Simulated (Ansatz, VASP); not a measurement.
One calculation of SiO2, two programs

```
Si O
1.0
    -2.42820    2.42820    3.82940
     2.42820   -2.42820    3.82940
     2.42820    2.42820   -3.82940
Si O
2 4
Direct
  0.00000 0.00000 0.00000
  0.75000 0.25000 0.50000
  0.99838 0.62500 0.87338
  0.37500 0.24838 0.37338
  0.75162 0.12500 0.12662
  0.87500 0.00162 0.62662
```

Alike in both runs: task single point; functional PBEsol; k mesh 6 × 6 × 6; no spin polarisation.

|  | VASP | Ansatz |
| --- | --- | --- |
| version | VASP 6.6.1 | Ansatz 0.2.0 |
| potentials or method | VASP PAW PBE potentials, release 64 (Si, O), cutoff 520 eV | plane waves, PAW |
| occupations | gaussian, width 0.01 eV | fixed |
| valence electrons in the cell | 32 | 32 |

Ansatz gave:

```
pressure (GPa)                                                : -8.9
traceless stress, the component that is largest in VASP (GPa) : -1.56
```

Q: What did VASP give for the same quantities?

A: Pressure (GPa): -8.6; traceless stress, the component that is largest in VASP (GPa): -1.50.

VASP's potentials were made for PBE, not for PBEsol.
